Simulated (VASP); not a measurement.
# V (Fm-3m) in VASP: further runs

Runs on V. Level: PBE. Tasks: single point.

Everything below comes from runs of VASP 6.6.1. Logs are shortened: lines on timing, memory, paths and dates and some standing lists are left out, and cuts for length are marked.

### 1 The cell of the first run

It takes space group Fm-3m (No. 225, cubic). Conventional cell: a = 3.790 Å, b = 3.790 Å, c = 3.790 Å, α = 90.00°, β = 90.00°, γ = 90.00°. V (site symmetry m-3m) has 12 V at 2.68 Å within 3.5 Å.

### 2 Single point, PBE, collinear spin, ferromagnetic start

The input, INCAR:

```
PREC = Accurate
ENCUT = 520
EDIFF = 1E-7
ISMEAR = 0
SIGMA = 0.1
LREAL = False
LASPH = True
NELM = 150
ALGO = Normal
ISIF = 2
LWAVE = False
LCHARG = True
ISPIN = 2
MAGMOM = 2
LORBIT = 11
LMAXMIX = 4
GGA = PE
LELF = True
LVHAR = True
NBANDS = 16
```

The input, KPOINTS:

```
Automatic mesh
0
Gamma
  8 8 8
```

The input, POSCAR:

```
V
1.0
    0.0000000000      1.8950000000      1.8950000000
    1.8950000000      0.0000000000      1.8950000000
    1.8950000000      1.8950000000      0.0000000000
V
1
Direct
    0.0000000000      0.0000000000      0.0000000000
```

Potentials or basis: VASP PAW PBE potentials, release 64 (V_sv).

The run is started by

```bash
cat potpaw_PBE.64/V_sv/POTCAR > POTCAR
mpirun -np 1 vasp_std > vasp.out
```

OUTCAR:

```text
PREC = Accurate
   ENCUT = 520
   EDIFF = 1E-7
   ISMEAR = 0
   LREAL = False
   LASPH = True
   NELM = 150
   ISIF = 2
   ISPIN = 2
   LORBIT = 11
   GGA = PE

 ion  position               nearest neighbor table
   1  0.000  0.000  0.000-

  LATTYP: Found a face centered cubic cell.
 ALAT       =     3.7900000000

  Lattice vectors:

 A1 = (   0.0000000000,   1.8950000000,   1.8950000000)
 A2 = (   1.8950000000,   0.0000000000,   1.8950000000)
 A3 = (   1.8950000000,   1.8950000000,   0.0000000000)

Analysis of symmetry for initial positions (statically):
=====================================================================
 Subroutine PRICEL returns:
 Original cell was already a primitive cell.

 Routine SETGRP: Setting up the symmetry group for a
 face centered cubic supercell.

 Subroutine GETGRP returns: Found 48 space group operations
 (whereof 48 operations were pure point group operations)
 out of a pool of 48 trial point group operations.

The static configuration has the point symmetry O_h .

Analysis of symmetry for dynamics (positions and initial velocities):
=====================================================================
 Subroutine PRICEL returns:
 Original cell was already a primitive cell.

 Routine SETGRP: Setting up the symmetry group for a
 face centered cubic supercell.

 Subroutine GETGRP returns: Found 48 space group operations
 (whereof 48 operations were pure point group operations)
 out of a pool of 48 trial point group operations.

The dynamic configuration has the point symmetry O_h .

Analysis of structural, dynamic, and magnetic symmetry:
=====================================================================
 Subroutine PRICEL returns:
 Original cell was already a primitive cell.

 Routine SETGRP: Setting up the symmetry group for a
 face centered cubic supercell.

 Subroutine GETGRP returns: Found 48 space group operations
 (whereof 48 operations were pure point group operations)
 out of a pool of 48 trial point group operations.

The overall configuration has the point symmetry O_h .

 Subroutine INISYM returns: Found 48 space group operations
 (whereof 48 operations are pure point group operations),
 and found     1 'primitive' translations

----------------------------------------------------------------------------------------

                                     Primitive cell

  volume of cell :      13.6100

  direct lattice vectors                    reciprocal lattice vectors
     0.000000000  1.895000000  1.895000000    -0.263852243  0.263852243  0.263852243
     1.895000000  0.000000000  1.895000000     0.263852243 -0.263852243  0.263852243
     1.895000000  1.895000000  0.000000000     0.263852243  0.263852243 -0.263852243

  length of vectors
     2.679934701  2.679934701  2.679934701     0.457005490  0.457005490  0.457005490

  position of ions in fractional coordinates (direct lattice)
     0.000000000  0.000000000  0.000000000

  ion indices of the primitive-cell ions
   primitive index   ion index
                 1           1

----------------------------------------------------------------------------------------

 KPOINTS: Automatic mesh

Automatic generation of k-mesh.
 Grid dimensions read from file:
 generate k-points for:    8    8    8

 Generating k-lattice:

  Cartesian coordinates                     Fractional coordinates (reciprocal lattice)
    -0.032981530  0.032981530  0.032981530     0.125000000  0.000000000  0.000000000
     0.032981530 -0.032981530  0.032981530     0.000000000  0.125000000  0.000000000
     0.032981530  0.032981530 -0.032981530     0.000000000  0.000000000  0.125000000

  Length of vectors
     0.057125686  0.057125686  0.057125686

  Shift w.r.t. Gamma in fractional coordinates (k-lattice)
     0.000000000  0.000000000  0.000000000

 Subroutine IBZKPT returns following result:
 ===========================================

 Found     29 irreducible k-points:

 Following reciprocal coordinates:
            Coordinates               Weight
  0.000000  0.000000  0.000000      1.000000
  0.125000  0.000000  0.000000      8.000000
  0.250000  0.000000  0.000000      8.000000
  0.375000  0.000000  0.000000      8.000000
  0.500000  0.000000  0.000000      4.000000
  0.125000  0.125000  0.000000      6.000000
[... 16 lines left out ...]
  0.500000  0.250000  0.125000     48.000000
 -0.375000  0.250000  0.125000     24.000000
 [... further k-points ...]
   k-points           NKPTS =     29   k-points in BZ     NKDIM =     29   number of bands    NBANDS=     16
   number of dos      NEDOS =    301   number of ions     NIONS =      1
   total plane-waves  NPLWV =   8000
   dimension x,y,z NGX =    20 NGY =   20 NGZ =   20
   dimension x,y,z NGXF=    40 NGYF=   40 NGZF=   40
   ions per type =               1
   NGX,Y,Z   is equivalent  to a cutoff of  12.41, 12.41, 12.41 a.u.
   NGXF,Y,Z  is equivalent  to a cutoff of  24.81, 24.81, 24.81 a.u.
 SYSTEM =  unknown system
   PREC   = accura    normal or accurate (medium, high low for compatibility)
   ISTART =      0    job   : 0-new  1-cont  2-samecut
   ICHARG =      2    charge: 1-file 2-atom 10-const
   ISPIN  =      2    spin polarized calculation?
   LNONCOLLINEAR =      F non collinear calculations
   LSORBIT =      F    spin-orbit coupling
   LASPH  =      T    aspherical Exc in radial PAW
   ENCUT  =  520.0 eV  38.22 Ry    6.18 a.u.   4.98  4.98  4.98*2*pi/ulx,y,z
   NELM   =    150;   NELMIN=  2; NELMDL= -5     # of ELM steps
   EDIFF  = 0.1E-06   stopping-criterion for ELM
   LREAL  =      F    real-space projection
   EDIFFG = 0.1E-05   stopping-criterion for IOM
   NSW    =      0    number of steps for IOM
   IBRION =     -1    ionic relax: 0-MD 1-quasi-New 2-CG
   NFREE  =      0    steps in history (QN), initial steepest desc. (CG)
   ISIF   =      2    stress and relaxation
   ISYM   =      2    0-nonsym 1-usesym 2-fastsym
   POTIM  = 0.5000    time-step for ionic-motion
   TEBEG  =    0.0;   TEEND  =   0.0 temperature during run
   PSTRESS=    0.0 pullay stress
   NELECT =      13.0000    total number of electrons
   NUPDOWN=      -1.0000    fix difference up-down
   EMIN   =  10.00;   EMAX   =-10.00  energy-range for DOS
   EFERMI =   0.00;   METHOD = LEGACY
   ISMEAR =     0;   SIGMA  =   0.10  broadening in eV -4-tet -1-fermi 0-gaus
   EFERMI_NEDOS =   21; number of points for ismear=-14 and -15
   IALGO  =     38    algorithm
   IMIX   =      4    mixing-type and parameters
     AMIX     =   0.40;   BMIX     =  1.00
     AMIX_MAG =   1.60;   BMIX_MAG =  1.00
  volume/ion in A,a.u.               =      13.61        91.84
  Fermi-wavevector in a.u.,A,eV,Ry     =   1.612266  3.046741 35.367013  2.599402
  Thomas-Fermi vector in A             =   2.707524
   LORBIT       =     11    0 simple, 1 ext, 2 COOP (PROOUT), +10 PAW based schemes
   GGA     = PE    functional components
   LHFCALC =     F    Hartree Fock is set to
   AEXX    =    0.0000 exact exchange contribution
   IVDW    =     0    specifies the selected vdW correction
   LEPSILON=     F    determine dielectric tensor
   LRPA    =     F    only Hartree local field effects (RPA)
 spin polarized calculation
 Gauss-broadening in eV      SIGMA  =   0.10
  energy-cutoff  :      520.00
  volume of cell :       13.61
 maximum number of plane-waves:       380
   NGX =  9   NGY =  9   NGZ =  9

 number of electron      13.0000007 magnetization       0.0000313

 Free energy of the ion-electron system (eV)
  ---------------------------------------------------
  ext. energy  EPLUGINS =         0.00000000
  ---------------------------------------------------
  free energy    TOTEN  =        -8.73859271 eV

  energy without entropy =       -8.72722842  energy(sigma->0) =       -8.73291056

 E-fermi :   9.9076     XC(G=0): -12.8526

 val. band max:        9.8862750961   @ k =   0.3750   0.1250   0.0000
 cond. band min:       9.9300777755   @ k =   0.5000   0.0000   0.0000
 fundamental gap:      0.0438026794
 Fermi energy:         9.9076238030

 spin component 1

 k-point     1 :       0.0000    0.0000    0.0000
  band No.  band energies     occupation
      1     -54.1704      1.00000
      2     -27.4949      1.00000
      3     -27.4949      1.00000
      4     -27.4949      1.00000
      5       3.0167      1.00000
      6      10.0531      0.01985
[... 8 lines left out ...]
     15      37.4133      0.00000
     16      38.4839      0.00000

 k-point     2 :       0.1250    0.0000    0.0000
  band No.  band energies     occupation
      1     -54.1448      1.00000
      2     -27.6260      1.00000
      3     -27.5112      1.00000
      4     -27.5112      1.00000
      5       3.5938      1.00000
      6       9.7622      0.98017
[... 8 lines left out ...]
     15      37.1958      0.00000
     16      38.2447      0.00000
[... 387 lines left out ...]
      5       7.3144      1.00000
      6       8.6111      1.00000
[... 8 lines left out ...]
     15      35.9955      0.00000
     16      40.6521      0.00000

 k-point    24 :      -0.3750    0.2500    0.1250
  band No.  band energies     occupation
      1     -53.9647      1.00000
      2     -28.2389      1.00000
      3     -27.8318      1.00000
      4     -27.6765      1.00000
      5       7.6203      1.00000
      6       8.4832      1.00000
[... 8 lines left out ...]
     15      36.4403      0.00000
     16      40.9860      0.00000

 [... further k-points ...]

 spin component 2

 k-point     1 :       0.0000    0.0000    0.0000
  band No.  band energies     occupation
      1     -54.1704      1.00000
      2     -27.4949      1.00000
      3     -27.4949      1.00000
      4     -27.4949      1.00000
      5       3.0167      1.00000
      6      10.0531      0.01983
[... 8 lines left out ...]
     15      37.4133      0.00000
     16      38.4839      0.00000

 k-point     2 :       0.1250    0.0000    0.0000
  band No.  band energies     occupation
      1     -54.1448      1.00000
      2     -27.6260      1.00000
      3     -27.5112      1.00000
      4     -27.5112      1.00000
      5       3.5938      1.00000
      6       9.7622      0.98015
[... 8 lines left out ...]
     15      37.1958      0.00000
     16      38.2447      0.00000
[... 387 lines left out ...]
      5       7.3144      1.00000
      6       8.6111      1.00000
[... 8 lines left out ...]
     15      35.9955      0.00000
     16      40.6521      0.00000

 k-point    24 :      -0.3750    0.2500    0.1250
  band No.  band energies     occupation
      1     -53.9647      1.00000
      2     -28.2389      1.00000
      3     -27.8318      1.00000
      4     -27.6765      1.00000
      5       7.6203      1.00000
      6       8.4833      1.00000
[... 8 lines left out ...]
     15      36.4404      0.00000
     16      40.9860      0.00000

 [... further k-points ...]

------------------------ aborting loop because EDIFF is reached ----------------------------------------

  FORCE on cell =-STRESS in cart. coord.  units (eV):
  Direction    XX          YY          ZZ          XY          YZ          ZX
  --------------------------------------------------------------------------------------
  -------------------------------------------------------------------------------------
  Total        0.3832325      0.3832325      0.3832325     -0.0000000     -0.0000000     -0.0000000
  in kB       45.1144143     45.1144143     45.1144143     -0.0000000     -0.0000000     -0.0000000
  external PRESSURE =      45.1144143 kB  Pullay stress =       0.0000000 kB

 VOLUME and BASIS-vectors are now :
 -----------------------------------------------------------------------------
  energy-cutoff  :      520.00
  volume of cell :       13.61
      direct lattice vectors                 reciprocal lattice vectors
     0.000000000  1.895000000  1.895000000    -0.263852243  0.263852243  0.263852243
     1.895000000  0.000000000  1.895000000     0.263852243 -0.263852243  0.263852243
     1.895000000  1.895000000  0.000000000     0.263852243  0.263852243 -0.263852243

 POSITION                                       TOTAL-FORCE (eV/Angst)
 -----------------------------------------------------------------------------------
      0.00000      0.00000      0.00000         0.000000      0.000000      0.000000
 -----------------------------------------------------------------------------------
    total drift:                                0.000000      0.000000      0.000000

  FREE ENERGIE OF THE ION-ELECTRON SYSTEM (eV)
  ---------------------------------------------------
  free  energy   TOTEN  =        -8.7385927055 eV

  energy  without entropy=       -8.7272284171  energy(sigma->0) =       -8.73291056

 total charge

# of ion       s       p       d       tot
------------------------------------------
    1        2.346   6.235   3.041  11.622

 magnetization (x)

# of ion       s       p       d       tot
------------------------------------------
    1        0.000   0.000   0.000   0.000
```

Run time: 6.9 s. Hardware: 1 thread of Intel Xeon 6975P-C (Granite Rapids), shared host; peak memory 0.13 GiB.

Results:

```
Free energy                                           : -8.7386 eV
Pressure                                              : 4.5 GPa
Net moment                                            : 0.00 μB per cell
Valence electrons inside the program's atomic spheres : V 11.62
```

Levels at points of the mesh, in eV from the Fermi level:
Spin up:
| k point | band 2 | band 3 | band 4 | band 5 | band 6 | band 7 | band 8 | band 9 | band 10 | band 11 |
| --- | --- | --- | --- | --- | --- | --- | --- | --- | --- | --- |
| (0.00, 0.00, 0.00) | -37.40 | -37.40 | -37.40 | -6.89 | 0.15 | 0.15 | 0.15 | 1.93 | 1.93 | 17.74 |
| (0.50, 0.00, 0.00) | -38.27 | -37.51 | -37.51 | -3.40 | 0.02 | 0.02 | 0.83 | 3.13 | 3.13 | 9.19 |
| (0.50, 0.50, 0.00) | -38.21 | -37.71 | -37.71 | -3.56 | -2.70 | 3.11 | 3.44 | 3.44 | 3.48 | 11.93 |
Spin down:
| k point | band 4 | band 5 | band 6 | band 7 | band 8 | band 9 |
| --- | --- | --- | --- | --- | --- | --- |
| (0.00, 0.00, 0.00) | -37.40 | -6.89 | 0.15 | 0.15 | 0.15 | 1.93 |
| (0.50, 0.00, 0.00) | -37.51 | -3.40 | 0.02 | 0.02 | 0.83 | 3.13 |
| (0.50, 0.50, 0.00) | -37.71 | -3.56 | -2.70 | 3.11 | 3.44 | 3.44 |

### 3 Single point, PBE

This run uses another cell than the first one, of 13.90 Å³/atom, 1.021 times its volume.

The input, INCAR:

```
PREC = Accurate
ENCUT = 520
EDIFF = 1E-6
ISMEAR = 0
SIGMA = 0.1
LREAL = F
LASPH = T
NELM = 100
ALGO = Normal
ISIF = 2
LWAVE = F
LCHARG = F
GGA = PE
NBANDS = 12
```

The input, KPOINTS:

```
Automatic mesh
0
Gamma
  18 18 18
```

The input, POSCAR:

```
V
1.0
    0.0000000000      1.9082783539      1.9082783539
    1.9082783539      0.0000000000      1.9082783539
    1.9082783539      1.9082783539      0.0000000000
V
1
Direct
    0.0000000000      0.0000000000      0.0000000000
```

Potentials or basis: VASP PAW PBE potentials, release 64 (V_sv).

The run is started by

```bash
cat potpaw_PBE.64/V_sv/POTCAR > POTCAR
mpirun -np 1 vasp_std > vasp.out
```

Wall time 9.1 s (1 thread of Intel Xeon 6975P-C (Granite Rapids), shared host); peak memory 0.14 GiB.

Results (log left out):

* Free energy: -8.7538 eV
* Pressure: 0.1 GPa

Levels at points of the mesh, in eV from the Fermi level:
```tsv
k point	band 2	band 3	band 4	band 5	band 6	band 7	band 8	band 9	band 10	band 11
(0.00, 0.00, 0.00)	-37.43	-37.43	-37.43	-6.82	0.17	0.17	0.17	1.91	1.91	17.63
(0.50, 0.00, 0.00)	-38.24	-37.53	-37.53	-3.31	0.05	0.05	0.80	3.07	3.07	8.97
(0.50, 0.50, 0.00)	-38.18	-37.71	-37.71	-3.45	-2.60	3.05	3.37	3.37	3.39	11.68
```
